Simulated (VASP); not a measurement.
# As (P6_3/mmc) in VASP: relaxation of cell and atoms with r2SCAN

Aim: the relaxation of cell and atoms of As with r2SCAN.

Everything below comes from runs of VASP 6.6.1. Logs are shortened: lines on timing, memory, paths and dates and some standing lists are left out, and cuts for length are marked.

### 1 The cell of the first run

It takes space group P6_3/mmc (No. 194, hexagonal). The conventional cell has a = 4.409 Å, b = 4.409 Å, c = 5.584 Å, α = 90.00°, β = 90.00°, γ = 120.00°. As (site symmetry -6m2) has 5 As at 2.55 to 2.79 Å within 3.4 Å. As (site symmetry -6m2) has 3 As at 2.55 Å within 3.4 Å.

This isn't the form of As at room conditions, which is rhombohedral.

### 2 Relaxation of cell and atoms, r2SCAN

POSCAR reads:

```
As
1.0
    4.4085733645      0.0000000000      0.0000000000
   -2.2042866822      3.8179365281      0.0000000000
    0.0000000000      0.0000000000      5.5843896721
As
4
Direct
    0.0000000000      0.0000000000      0.2500000000
    0.0000000000      0.0000000000      0.7500000000
    0.3333333333      0.6666666667      0.7500000000
    0.6666666667      0.3333333333      0.2500000000
```

INCAR.step1 reads:

```
SYSTEM = As
PREC = Accurate ; ENCUT = 600
ISMEAR = 0 ; SIGMA = 0.1
LREAL = .False. ; LASPH = .True.
NELM = 80 ; GGA = PE
ALGO = Normal ; EDIFF = 1E-4
LWAVE = .True. ; LCHARG = .False.
```

INCAR.step2 reads:

```
SYSTEM = As
PREC = Accurate ; ENCUT = 600
EDIFF = 1E-6 ; ISMEAR = 0
SIGMA = 0.1 ; LREAL = .False.
LASPH = .True. ; NELM = 80
ALGO = Normal ; ISIF = 3
LWAVE = .False. ; LCHARG = .False.
METAGGA = R2SCAN ; LMIXTAU = .True.
IBRION = 2 ; NSW = 100
EDIFFG = -0.01 ; ISTART = 1
```

KPOINTS reads:

```
regular mesh
0
Gamma
  12 12 8
  0 0 0
```

Potentials or basis: VASP PAW PBE potentials, release 64 (As).

The run is started by

```sh
> cat potpaw_PBE.64/As/POTCAR > POTCAR
> cp INCAR.step1 INCAR
> mpirun -np 1 vasp_std > vasp.out
> cp INCAR.step2 INCAR
> mpirun -np 1 vasp_std > vasp.out
```

OUTCAR:

```text
SYSTEM = As
   PREC = Accurate
   ENCUT = 600
   EDIFF = 1E-6
   ISMEAR = 0
   LREAL = .False.
   LASPH = .True.
   NELM = 80
   ISIF = 3
   METAGGA = R2SCAN
   IBRION = 2
   NSW = 100
   EDIFFG = -0.01
   ISTART = 1

 ion  position               nearest neighbor table
   1  0.000  0.000  0.250-   4 2.55   4 2.55   4 2.55   2 2.79   2 2.79
   2  0.000  0.000  0.750-   3 2.55   3 2.55   3 2.55   1 2.79   1 2.79
   3  0.333  0.667  0.750-   2 2.55   2 2.55   2 2.55
   4  0.667  0.333  0.250-   1 2.55   1 2.55   1 2.55

  LATTYP: Found a hexagonal cell.
 ALAT       =     4.4085733645
 C/A-ratio  =     1.2667112942

  Lattice vectors:

 A1 = (   4.4085733645,   0.0000000000,   0.0000000000)
 A2 = (  -2.2042866822,   3.8179365281,   0.0000000000)
 A3 = (   0.0000000000,   0.0000000000,   5.5843896721)

Analysis of symmetry for initial positions (statically):
=====================================================================
 Subroutine PRICEL returns:
 Original cell was already a primitive cell.

 Routine SETGRP: Setting up the symmetry group for a
 hexagonal supercell.

 Subroutine GETGRP returns: Found 24 space group operations
 (whereof 12 operations were pure point group operations)
 out of a pool of 24 trial point group operations.

The static configuration has the point symmetry D_3d.
 The point group associated with its full space group is D_6h.

Analysis of symmetry for dynamics (positions and initial velocities):
=====================================================================
 Subroutine PRICEL returns:
 Original cell was already a primitive cell.

 Routine SETGRP: Setting up the symmetry group for a
 hexagonal supercell.

 Subroutine GETGRP returns: Found 24 space group operations
 (whereof 12 operations were pure point group operations)
 out of a pool of 24 trial point group operations.

The dynamic configuration has the point symmetry D_3d.
 The point group associated with its full space group is D_6h.

 Subroutine INISYM returns: Found 24 space group operations
 (whereof 12 operations are pure point group operations),
 and found     1 'primitive' translations

----------------------------------------------------------------------------------------

                                     Primitive cell

  volume of cell :      93.9945

  direct lattice vectors                    reciprocal lattice vectors
     4.408573364  0.000000000  0.000000000     0.226830749  0.130960794  0.000000000
    -2.204286682  3.817936528  0.000000000     0.000000000  0.261921588  0.000000000
     0.000000000  0.000000000  5.584389672     0.000000000  0.000000000  0.179070598

  length of vectors
     4.408573364  4.408573364  5.584389672     0.261921588  0.261921588  0.179070598

  position of ions in fractional coordinates (direct lattice)
     0.000000000  0.000000000  0.250000000
     0.000000000  0.000000000  0.750000000
     0.333333333  0.666666667  0.750000000
     0.666666667  0.333333333  0.250000000

  ion indices of the primitive-cell ions
   primitive index   ion index
                 1           1
                 2           2
                 3           3
                 4           4

----------------------------------------------------------------------------------------

 KPOINTS: regular mesh

Automatic generation of k-mesh.
 Grid dimensions read from file:
 generate k-points for:   12   12    8

 Generating k-lattice:

  Cartesian coordinates                     Fractional coordinates (reciprocal lattice)
     0.018902562  0.010913400  0.000000000     0.083333333  0.000000000  0.000000000
     0.000000000  0.021826799  0.000000000     0.000000000  0.083333333  0.000000000
     0.000000000  0.000000000  0.022383825     0.000000000  0.000000000  0.125000000

  Length of vectors
     0.021826799  0.021826799  0.022383825

  Shift w.r.t. Gamma in fractional coordinates (k-lattice)
     0.000000000  0.000000000  0.000000000

 Subroutine IBZKPT returns following result:
 ===========================================

 Found     95 irreducible k-points:

 Following reciprocal coordinates:
            Coordinates               Weight
  0.000000  0.000000  0.000000      1.000000
  0.083333 -0.000000  0.000000      6.000000
  0.166667  0.000000  0.000000      6.000000
  0.250000 -0.000000  0.000000      6.000000
  0.333333  0.000000  0.000000      6.000000
  0.416667  0.000000  0.000000      6.000000
[... 16 lines left out ...]
  0.250000 -0.000000  0.125000     12.000000
  0.333333  0.000000  0.125000     12.000000
 [... further k-points ...]
   k-points           NKPTS =     95   k-points in BZ     NKDIM =     95   number of bands    NBANDS=     14
   number of dos      NEDOS =    301   number of ions     NIONS =      4
   total plane-waves  NPLWV =  62208
   dimension x,y,z NGX =    36 NGY =   36 NGZ =   48
   dimension x,y,z NGXF=    72 NGYF=   72 NGZF=   96
   ions per type =               4
   NGX,Y,Z   is equivalent  to a cutoff of  13.58, 13.58, 14.29 a.u.
   NGXF,Y,Z  is equivalent  to a cutoff of  27.15, 27.15, 28.58 a.u.
 SYSTEM =  As
   PREC   = accura    normal or accurate (medium, high low for compatibility)
   ISTART =      1    job   : 0-new  1-cont  2-samecut
   ICHARG =      0    charge: 1-file 2-atom 10-const
   ISPIN  =      1    spin polarized calculation?
   LNONCOLLINEAR =      F non collinear calculations
   LSORBIT =      F    spin-orbit coupling
   LASPH  =      T    aspherical Exc in radial PAW
   ENCUT  =  600.0 eV  44.10 Ry    6.64 a.u.   8.81  8.81 11.15*2*pi/ulx,y,z
   NELM   =     80;   NELMIN=  2; NELMDL=  0     # of ELM steps
   EDIFF  = 0.1E-05   stopping-criterion for ELM
   LREAL  =      F    real-space projection
   EDIFFG = -.1E-01   stopping-criterion for IOM
   NSW    =    100    number of steps for IOM
   IBRION =      2    ionic relax: 0-MD 1-quasi-New 2-CG
   NFREE  =      1    steps in history (QN), initial steepest desc. (CG)
   ISIF   =      3    stress and relaxation
   ISYM   =      2    0-nonsym 1-usesym 2-fastsym
   POTIM  = 0.5000    time-step for ionic-motion
   TEBEG  =    0.0;   TEEND  =   0.0 temperature during run
   PSTRESS=    0.0 pullay stress
   NELECT =      20.0000    total number of electrons
   NUPDOWN=      -1.0000    fix difference up-down
   EMIN   =  10.00;   EMAX   =-10.00  energy-range for DOS
   EFERMI =   0.00;   METHOD = LEGACY
   ISMEAR =     0;   SIGMA  =   0.10  broadening in eV -4-tet -1-fermi 0-gaus
   EFERMI_NEDOS =   21; number of points for ismear=-14 and -15
   IALGO  =     38    algorithm
   IMIX   =      4    mixing-type and parameters
     AMIX     =   0.40;   BMIX     =  1.00
     AMIX_MAG =   1.60;   BMIX_MAG =  1.00
  volume/ion in A,a.u.               =      23.50       158.58
  Fermi-wavevector in a.u.,A,eV,Ry     =   0.977351  1.846926 12.996495  0.955215
  Thomas-Fermi vector in A             =   2.108042
   LORBIT       =      0    0 simple, 1 ext, 2 COOP (PROOUT), +10 PAW based schemes
   METAGGA = R2SCAN    functional components
   LHFCALC =     F    Hartree Fock is set to
   AEXX    =    0.0000 exact exchange contribution
   IVDW    =     0    specifies the selected vdW correction
   LEPSILON=     F    determine dielectric tensor
   LRPA    =     F    only Hartree local field effects (RPA)
 conjugate gradient relaxation of ions
 non-spin polarized calculation
 Gauss-broadening in eV      SIGMA  =   0.10
  energy-cutoff  :      600.00
  volume of cell :       93.99
 maximum number of plane-waves:      3172
 NGX is ok and might be reduce to    36
   NGX = 17   NGY = 17   NGZ = 23

--------------------------------------- Ionic step        1  -------------------------------------------

 number of electron      19.9999997 magnetization

 Free energy of the ion-electron system (eV)
  ---------------------------------------------------
  ext. energy  EPLUGINS =         0.00000000
  ---------------------------------------------------
  free energy    TOTEN  =       -56.82393139 eV

  energy without entropy =      -56.81417105  energy(sigma->0) =      -56.81905122

------------------------ aborting loop because EDIFF is reached ----------------------------------------

  FORCE on cell =-STRESS in cart. coord.  units (eV):
  Direction    XX          YY          ZZ          XY          YZ          ZX
  --------------------------------------------------------------------------------------
  -------------------------------------------------------------------------------------
  Total        0.2488905      0.2488905     -0.4345315      0.0000000      0.0000000      0.0000000
  in kB        4.2424466      4.2424466     -7.4067782      0.0000000      0.0000000      0.0000000
  external PRESSURE =       0.3593716 kB  Pullay stress =       0.0000000 kB
[... 99 lines left out ...]
  energy  without entropy=      -56.8166195255  energy(sigma->0) =      -56.82222303

--------------------------------------- Ionic step        4  -------------------------------------------

 number of electron      20.0000000 magnetization

 E-fermi :   4.0370     XC(G=0):  -9.9798

 val. band max:        4.0261226629   @ k =   0.0833   0.0833   0.2500
 cond. band min:       4.0378375290   @ k =   0.0833  -0.0000   0.2500
 fundamental gap:      0.0117148661
 Fermi energy:         4.0370014245

 k-point     1 :       0.0000    0.0000    0.0000
  band No.  band energies     occupation
      1     -10.8570      2.00000
      2      -8.4568      2.00000
      3      -3.5250      2.00000
      4      -2.1010      2.00000
      5      -1.7870      2.00000
      6      -0.0449      2.00000
      7      -0.0449      2.00000
      8       1.0589      2.00000
      9       1.0589      2.00000
     10       4.4176      0.00000
     11       5.2237      0.00000
     12       5.3462      0.00000
     13       5.3462      0.00000
     14       6.3628      0.00000
[... 578 lines left out ...]
  energy  without entropy=      -56.8195360520  energy(sigma->0) =      -56.82488231

--------------------------------------- Ionic step        9  -------------------------------------------

 number of electron      20.0000001 magnetization

 Free energy of the ion-electron system (eV)
  ---------------------------------------------------
  ext. energy  EPLUGINS =         0.00000000
  ---------------------------------------------------
  free energy    TOTEN  =       -56.83025214 eV

  energy without entropy =      -56.81958625  energy(sigma->0) =      -56.82491920

 E-fermi :   4.1579     XC(G=0): -10.0384

 val. band max:        4.1260897476   @ k =   0.4167   0.0833   0.3750
 cond. band min:       4.2038861677   @ k =   0.0833  -0.0000   0.2500
 fundamental gap:      0.0777964202
 Fermi energy:         4.1579201597

 k-point     1 :       0.0000    0.0000    0.0000
  band No.  band energies     occupation
      1     -10.8293      2.00000
      2      -8.3096      2.00000
      3      -3.4534      2.00000
      4      -2.0794      2.00000
      5      -1.6233      2.00000
      6       0.0122      2.00000
      7       0.0122      2.00000
      8       1.1661      2.00000
      9       1.1661      2.00000
     10       4.4746      0.00001
     11       5.4048      0.00000
     12       5.4546      0.00000
     13       5.4546      0.00000
     14       6.5060      0.00000
[... 422 lines left out ...]
  FREE ENERGIE OF THE ION-ELECTRON SYSTEM (eV)
  ---------------------------------------------------
  free  energy   TOTEN  =       -56.8302521397 eV

  energy  without entropy=      -56.8195862513  energy(sigma->0) =      -56.82491920

 reached required accuracy - stopping structural energy minimisation
```

Wall time 36 min (1 thread of Oxide Virtual Turin-like, shared host); peak memory 0.32 GiB.

Results:

```
Free energy                           : -56.8303 eV
Relaxed volume                        : 23.25 Å³/atom
Relaxed cell                          : a = 4.434 Å, b = 4.434 Å, c = 5.461 Å, α = 90.00°, β = 90.00°, γ = 120.00°
Space group after relaxing (to 0.1 Å) : P6_3/mmc (No. 194)
Energy gained by relaxing             : 1.6 meV/atom
Ionic steps                           : 9
Pressure after relaxing               : 0.0 GPa
Band gap on the k mesh                : zero (bands 10 and 11 overlap by 1.04 eV)
```

Step by step:
```csv
step,energy change (eV),largest force (eV/Å),pressure (GPa),volume (Å³)
1,0.0000,0.0000,0.04,93.99
2,-0.0028,0.0000,-0.23,94.06
3,-0.0039,0.0000,-0.66,94.18
4,-0.0040,0.0000,-0.56,94.15
5,-0.0058,0.0000,-0.29,93.53
6,-0.0062,0.0000,0.07,92.77
7,-0.0063,0.0000,-0.05,93.02
8,-0.0063,0.0000,-0.04,93.00
9,-0.0063,0.0000,-0.01,92.98
```

Final structure:
```
As
1.0
     4.43408    0.00000    0.00000
    -2.21704    3.84003    0.00000
     0.00000    0.00000    5.46077
As
4
Cartesian
  0.0000 0.0000 1.3652
  0.0000 0.0000 4.0956
  0.0000 2.5600 4.0956
  2.2170 1.2800 1.3652
```

Levels at points of the mesh, in eV from the Fermi level:
```
           k point  band 7  band 8  band 9  band 10  band 11  band 12  band 13  band 14
(0.00, 0.00, 0.00)   -4.15   -2.99   -2.99     0.32     1.25     1.30     1.30     2.35
(0.50, 0.00, 0.00)   -3.27   -2.06   -2.00    -1.23     0.24     4.28     4.37     4.85
(0.00, 0.00, 0.50)   -3.53   -3.53   -2.24    -2.24     1.27     1.27     1.27     1.27
(0.50, 0.00, 0.50)   -2.84   -2.84   -0.83    -0.83     1.31     1.31     4.41     4.41
```

Caveat: the PAW data sets were made with another functional, which shifts forces and pressure a little.
